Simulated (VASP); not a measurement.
BaS, 2 atoms in the cell. The structure is cubic, space group Pm-3m (No. 221). The conventional cell has a = 3.872 Å, b = 3.872 Å, c = 3.872 Å, α = 90.00°, β = 90.00°, γ = 90.00°. Within 4.4 Å of Ba (site symmetry m-3m) lie 8 S at 3.35 Å and 6 Ba at 3.87 Å. S (site symmetry m-3m) has 8 Ba at 3.35 Å and 6 S at 3.87 Å within 4.4 Å.  This cell differs from its parent crystal: volume changed by +3%.

- Program: VASP 6.6.1
- Task: single point
- Functional: r2SCAN
- Potentials or basis: VASP PAW PBE potentials, release 64 (Ba_sv, S)
- Cutoff: 520 eV
- k mesh: 6 × 6 × 6
- Occupations: gaussian, width 0.01 eV
- Spin: no spin polarisation
- Dipole correction: no
- Further INCAR settings: ALGO = Normal; EDIFF = 1e-06; NBANDS = 15

Potentials or basis: VASP PAW PBE potentials, release 64 (Ba_sv, S).

The run is started by

```sh
$ cat potpaw_PBE.64/Ba_sv/POTCAR potpaw_PBE.64/S/POTCAR > POTCAR
$ cp INCAR.step1 INCAR
$ mpirun -np 1 vasp_std > vasp.out
$ cp INCAR.step2 INCAR
$ mpirun -np 1 vasp_std > vasp.out
```

Hardware: 1 thread of Intel Xeon 8259CL (shared host).

**Question.** How long does it take, and how much memory?

**Answer.** It took 2 min on 1 thread of Intel Xeon 8259CL, on a shared host, peak memory 0.18 GiB. Counts: k points 20.
